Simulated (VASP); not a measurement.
Here is a VASP 6.6.1 calculation.

File INCAR:

```
ALGO = Normal
EDIFF = 1E-6
ENCUT = 520
ISIF = 2
ISMEAR = 1
LASPH = True
LCHARG = False
LREAL = False
LWAVE = False
NBANDS = 10
NELM = 80
PREC = Accurate
SIGMA = 0.1
```

The input KPOINTS:

```
k-points
0
Gamma
  13 13 13
```

Contents of POSCAR:

```
Os
1.0
    0.0000000000      1.9052949815      1.9052949815
    1.9052949815      0.0000000000      1.9052949815
    1.9052949815      1.9052949815      0.0000000000
Os
1
Direct
    0.0000000000      0.0000000000      0.0000000000
```

Potentials or basis: VASP PAW LDA potentials, release 64 (Os).

Launch:

```console
$ cat potpaw_LDA.64/Os/POTCAR > POTCAR
$ mpirun -np 1 vasp_std > vasp.out
```

(1) Estimate the pressure.

(2) What does it give for the band gap on the k mesh?

Results:

(1) -1.6 GPa.

(2) zero (band 4 reaches 11.88 eV, above the bottom of band 5 at 8.18 eV).

Caveat: spin-orbit coupling is left out, which moves the levels of the heavy elements.
